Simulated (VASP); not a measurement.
# F (C2/m) in VASP: a series of runs, part 2 of 2

VASP 6.6.1. Earlier steps stand in the parts before.

## Step 3: Single point, PBEsol

The input, INCAR:

```
SYSTEM = F
PREC = Accurate
ENCUT = 520
EDIFF = 1E-7
ISMEAR = 0
SIGMA = 0.1
LREAL = .False.
LASPH = .True.
NELM = 100
ALGO = Normal
ISIF = 2
LWAVE = .False.
LCHARG = .False.
GGA = PS
NBANDS = 22
```

The input, KPOINTS:

```
Automatic mesh
0
Gamma
  11 11 5
  0 0 0
```

The input, POSCAR:

```
F
1.0
    2.7500000000     -1.6400000000      0.0000000000
    2.7500000000      1.6400000000      0.0000000000
   -1.5360119809      0.0000000000      7.1200165312
F
4
Direct
    0.4950000000      0.4950000000      0.4000000000
    0.5050000000      0.5050000000      0.6000000000
    0.9496000000      0.9496000000      0.9004000000
    0.0504000000      0.0504000000      0.0996000000
```

Potentials or basis: VASP PAW PBE potentials, release 64 (F).

Command:

```bash
$ cat potpaw_PBE.64/F/POTCAR > POTCAR
$ mpirun -np 1 vasp_std > vasp.out
```

OUTCAR:

```text
SYSTEM = F
   PREC = Accurate
   ENCUT = 520
   EDIFF = 1E-7
   ISMEAR = 0
   LREAL = .False.
   LASPH = .True.
   NELM = 100
   ISIF = 2
   GGA = PS

 ion  position               nearest neighbor table
   1  0.495  0.495  0.400-   2 1.45
   2  0.505  0.505  0.600-   1 1.45
   3  0.950  0.950  0.900-   4 1.44
   4  0.050  0.050  0.100-   3 1.44

  LATTYP: Found a base centered monoclinic cell.
 ALAT       =     5.5000000000
 B/A-ratio  =     0.5963636364
 C/A-ratio  =     1.3243300906
 COS(beta)  =    -0.2108801330

  Lattice vectors:

 A1 = (   2.7500000000,  -1.6400000000,   0.0000000000)
 A2 = (   2.7500000000,   1.6400000000,   0.0000000000)
 A3 = (  -1.5360119809,   0.0000000000,   7.1200165312)

Analysis of symmetry for initial positions (statically):
=====================================================================
 Subroutine PRICEL returns:
 Original cell was already a primitive cell.

[... 164 lines left out ...]

 Free energy of the ion-electron system (eV)
  ---------------------------------------------------
  ext. energy  EPLUGINS =         0.00000000
  ---------------------------------------------------
  free energy    TOTEN  =        -7.75164753 eV

  energy without entropy =       -7.75164753  energy(sigma->0) =       -7.75164753

 E-fermi :  -4.6641     XC(G=0):  -7.6435

 val. band max:       -5.1714640281   @ k =   0.0000   0.0000   0.0000
 cond. band min:      -2.9660122970   @ k =   0.0000   0.0000   0.0000
 fundamental gap:      2.2054517311
 Fermi energy:        -4.6641256573

 k-point     1 :       0.0000    0.0000    0.0000
  band No.  band energies     occupation
      1     -29.7277      2.00000
      2     -29.5767      2.00000
      3     -23.9672      2.00000
      4     -23.6282      2.00000
      5     -11.7997      2.00000
      6     -10.9348      2.00000
[... 589 lines left out ...]
     21      13.0018      0.00000
     22      14.1115      0.00000

 [... further k-points ...]
[... 5 lines left out ...]
  --------------------------------------------------------------------------------------
  -------------------------------------------------------------------------------------
  Total       -0.1494267     -0.0924169     -2.9743221      0.0000000      0.0000000      0.0380932
  in kB       -3.7277881     -2.3055487    -74.2012179      0.0000000      0.0000000      0.9503221
  external PRESSURE =     -26.7448516 kB  Pullay stress =       0.0000000 kB

 VOLUME and BASIS-vectors are now :
 -----------------------------------------------------------------------------
  energy-cutoff  :      520.00
  volume of cell :       64.22
      direct lattice vectors                 reciprocal lattice vectors
     2.750000000 -1.640000000  0.000000000     0.181818182 -0.304878049  0.039223913
     2.750000000  1.640000000  0.000000000     0.181818182  0.304878049  0.039223913
    -1.536011981  0.000000000  7.120016531     0.000000000  0.000000000  0.140449112

 POSITION                                       TOTAL-FORCE (eV/Angst)
 -----------------------------------------------------------------------------------
      2.10810      0.00000      2.84801        -0.191213      0.000000      1.055692
      1.85589      0.00000      4.27201         0.191213      0.000000     -1.055692
      3.83977      0.00000      6.41086         0.147436      0.000000      0.887723
      0.12421      0.00000      0.70915        -0.147436      0.000000     -0.887723
 -----------------------------------------------------------------------------------
    total drift:                                0.000000     -0.000000      0.000000

  FREE ENERGIE OF THE ION-ELECTRON SYSTEM (eV)
  ---------------------------------------------------
  free  energy   TOTEN  =        -7.7516475306 eV

  energy  without entropy=       -7.7516475306  energy(sigma->0) =       -7.75164753
```

stdout:

```text
POSCAR found type information on POSCAR F
 POSCAR found :  1 types and       4 ions
 scaLAPACK will be used
 -----------------------------------------------------------------------------
|                                                                             |
|                                                                             |
|     You enforced a specific xc type in the INCAR file but a different       |
|     I HOPE YOU KNOW WHAT YOU ARE DOING!                                     |
|                                                                             |
 -----------------------------------------------------------------------------

 LDA part: xc-table for (Slater+PW92), standard interpolation
 POSCAR, INCAR and KPOINTS ok, starting setup
 FFT: planning ... GRIDC
 FFT: planning ... GRID_SOFT
 FFT: planning ... GRID
 WAVECAR not read
 entering main loop
```

Run time: 2.6 min. Hardware: 1 thread of Intel Xeon 6975P-C, shared host; peak memory 0.28 GiB.

What came out:

```yaml
Free_energy: -7.7516 eV
Pressure: -2.7 GPa
Largest_force: 1.073 eV/Å
Band_gap_on_the_k_mesh: 2.21 eV, direct
```

Forces in eV/Å, atoms in the order of the input:
```
F   -0.191  0.000  1.056
F    0.191  0.000 -1.056
F    0.147  0.000  0.888
F   -0.147  0.000 -0.888
```

Stress tensor (GPa, compression positive):
```
-0.37  0.00  0.10
 0.00 -0.23  0.00
 0.10  0.00 -7.42
```

Caveat: the PAW data sets were made with another functional, which shifts forces and pressure a little. A k mesh can miss the band edges.

## Step 4: Single point, PBEsol

The input, INCAR:

```
PREC     = Accurate       # precision mode
ENCUT    = 520            # plane-wave cutoff, eV
EDIFF    = 1E-6           # SCF threshold, eV
ISMEAR   = 0              # smearing method
SIGMA    = 0.1            # smearing width, eV
LREAL    = False          # projectors in reciprocal space
LASPH    = True           # aspherical terms in the spheres
NELM     = 80             # most SCF steps
ALGO     = Normal         # electronic algorithm
ISIF     = 2              # what is computed and relaxed
LWAVE    = False          # write WAVECAR
LCHARG   = False          # write CHGCAR
GGA      = PS             # functional
NBANDS   = 22             # bands
```

The input, KPOINTS:

```
regular mesh
0
Gamma
  13 13 5
```

POSCAR is that of step 3.

Potentials or basis: VASP PAW PBE potentials, release 64 (F).

Command:

```bash
$ cat potpaw_PBE.64/F/POTCAR > POTCAR
$ mpirun -np 1 vasp_std > vasp.out
```

OUTCAR:

```text
PREC = Accurate
   ENCUT = 520
   EDIFF = 1E-6
   ISMEAR = 0
   LREAL = False
   LASPH = True
   NELM = 80
   ISIF = 2
   GGA = PS

 ion  position               nearest neighbor table
   1  0.495  0.495  0.400-   2 1.45
   2  0.505  0.505  0.600-   1 1.45
   3  0.950  0.950  0.900-   4 1.44
   4  0.050  0.050  0.100-   3 1.44

  LATTYP: Found a base centered monoclinic cell.
 ALAT       =     5.5000000000
 B/A-ratio  =     0.5963636364
 C/A-ratio  =     1.3243300906
[... 200 lines left out ...]
      6     -10.9350      2.00000
[... 589 lines left out ...]
     21      11.7318      0.00000
     22      12.6916      0.00000

 [... further k-points ...]
[... 5 lines left out ...]
  --------------------------------------------------------------------------------------
  -------------------------------------------------------------------------------------
  Total       -0.1447398     -0.0876056     -2.9726718      0.0000000      0.0000000      0.0375197
  in kB       -3.6108625     -2.1855212    -74.1600487      0.0000000      0.0000000      0.9360148
  external PRESSURE =     -26.6521441 kB  Pullay stress =       0.0000000 kB

 VOLUME and BASIS-vectors are now :
 -----------------------------------------------------------------------------
  energy-cutoff  :      520.00
  volume of cell :       64.22
      direct lattice vectors                 reciprocal lattice vectors
     2.750000000 -1.640000000  0.000000000     0.181818182 -0.304878049  0.039223913
     2.750000000  1.640000000  0.000000000     0.181818182  0.304878049  0.039223913
    -1.536011981  0.000000000  7.120016531     0.000000000  0.000000000  0.140449112

 POSITION                                       TOTAL-FORCE (eV/Angst)
 -----------------------------------------------------------------------------------
      2.10810      0.00000      2.84801        -0.191254      0.000000      1.055977
      1.85589      0.00000      4.27201         0.191254      0.000000     -1.055977
      3.83977      0.00000      6.41086         0.147483      0.000000      0.888138
      0.12421      0.00000      0.70915        -0.147483      0.000000     -0.888138
 -----------------------------------------------------------------------------------
    total drift:                                0.000000     -0.000000      0.000000

  FREE ENERGIE OF THE ION-ELECTRON SYSTEM (eV)
  ---------------------------------------------------
  free  energy   TOTEN  =        -7.7516360636 eV

  energy  without entropy=       -7.7516360636  energy(sigma->0) =       -7.75163606
```

stdout:

```text
POSCAR found type information on POSCAR F
 POSCAR found :  1 types and       4 ions
 scaLAPACK will be used
 -----------------------------------------------------------------------------
|                                                                             |
|                                                                             |
|     You enforced a specific xc type in the INCAR file but a different       |
|     I HOPE YOU KNOW WHAT YOU ARE DOING!                                     |
|                                                                             |
 -----------------------------------------------------------------------------

 LDA part: xc-table for (Slater+PW92), standard interpolation
 POSCAR, INCAR and KPOINTS ok, starting setup
 FFT: planning ... GRIDC
 FFT: planning ... GRID_SOFT
 FFT: planning ... GRID
 WAVECAR not read
 entering main loop
```

Wall time 2.9 min (1 thread of Intel Xeon 6975P-C, shared host); peak memory 0.33 GiB.

What came out:

| Quantity | Value |
| --- | --- |
| Free energy | -7.7516 eV |
| Pressure | -2.7 GPa |
| Largest force | 1.073 eV/Å |
| Band gap on the k mesh | 2.21 eV, direct |

Forces on the atoms (eV/Å):
```
F   -0.191  0.000  1.056
F    0.191  0.000 -1.056
F    0.147  0.000  0.888
F   -0.147  0.000 -0.888
```

Stress tensor (GPa, compression positive):
```
-0.36  0.00  0.09
 0.00 -0.22  0.00
 0.09  0.00 -7.42
```

Caveat: the PAW data sets were made with another functional, which shifts forces and pressure a little. A k mesh can miss the band edges.

## Step 5: Summary

| k mesh | gap on the mesh (eV) | pressure (GPa) | largest force (eV/Å) |
| --- | --- | --- | --- |
| 9 × 9 × 4 | 2.21 | -2.7 | 1.07 |
| 11 × 11 × 5 | 2.21 | -2.7 | 1.07 |
| 13 × 13 × 5 | 2.21 | -2.7 | 1.07 |

Alike in all rows: task single point; level PBEsol; potentials or basis VASP PAW PBE potentials, release 64 (F); no spin polarisation; cell as given; cutoff (eV) 520; smearing gaussian 0.1 eV.

On the cell as given the gap runs from 2.21 eV (PBEsol) to 2.21 eV (PBEsol); the meshes differ, which moves gaps too.

Caveats: the PAW data sets were made with another functional, which shifts forces and pressure a little.

Absolute energies hang on the potentials; compare differences alone.
